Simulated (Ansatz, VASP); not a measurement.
**Two plane-wave programs on KCl**

File POSCAR:

```
KCl
1.0
    0.0000000000      3.1759862505      3.1759862505
    3.1759862505      0.0000000000      3.1759862505
    3.1759862505      3.1759862505      0.0000000000
K Cl
1 1
Direct
    0.0000000000      0.0000000000      0.0000000000
    0.5000000000      0.5000000000      0.5000000000
```

Contents of INCAR.step1:

```
SYSTEM = KCl
  PREC = Accurate
  ENCUT = 520
  ISMEAR = 0
  SIGMA = 0.01
  LREAL = .FALSE.
  LASPH = .TRUE.
  NELM = 100
  NBANDS = 15
  GGA = PE
  ALGO = Normal
  EDIFF = 1E-4
  LWAVE = .TRUE.
  LCHARG = .FALSE.
```

File INCAR.step2:

```
SYSTEM = KCl
  PREC = Accurate
  ENCUT = 520
  EDIFF = 1E-6
  ISMEAR = 0
  SIGMA = 0.01
  LREAL = .FALSE.
  LASPH = .TRUE.
  NELM = 100
  ALGO = Normal
  ISIF = 2
  LWAVE = .FALSE.
  LCHARG = .FALSE.
  METAGGA = R2SCAN
  LMIXTAU = .TRUE.
  NBANDS = 15
  ISTART = 1
```

The input KPOINTS:

```
regular mesh
0
G
  6 6 6
  0 0 0
```

Input for Ansatz:

```yaml
crystal:
  lattice:
    - [0.0, 3.1759862505, 3.1759862505]
    - [3.1759862505, 0.0, 3.1759862505]
    - [3.1759862505, 3.1759862505, 0.0]
  atoms:
    - { symbol: K, position: [0.0, 0.0, 0.0] }
    - { symbol: Cl, position: [0.5, 0.5, 0.5] }
kpoints:
  mp_grid: { grid: [6, 6, 6] }
hamiltonian:
  xc: r2scan
scf:
  occupations: { method: fixed }
  n_extra_bands: 4
output:
  forces: true
  stress: true
  eigenvalues: true
```

Alike in both runs: task single point; functional r2SCAN; k mesh 6 × 6 × 6; no spin polarisation.

|  | VASP | Ansatz |
| --- | --- | --- |
| version | VASP 6.6.1 | Ansatz 0.2.0 |
| potentials or method | VASP PAW PBE potentials, release 64 (K_sv, Cl) | plane waves, PAW |
| plane-wave cutoff (eV) | 520 | 500 |
| occupations | gaussian, width 0.01 eV | fixed |
| valence electrons in the cell | 16 | 16 |

```csv
,VASP,Ansatz,Ansatz less VASP
gap on the k mesh at the Fermi level (eV),5.73,5.73,-0.004
pressure (GPa),-0.5,-0.5,+0.03
```

VASP's potentials were made for PBE, not for r2SCAN.
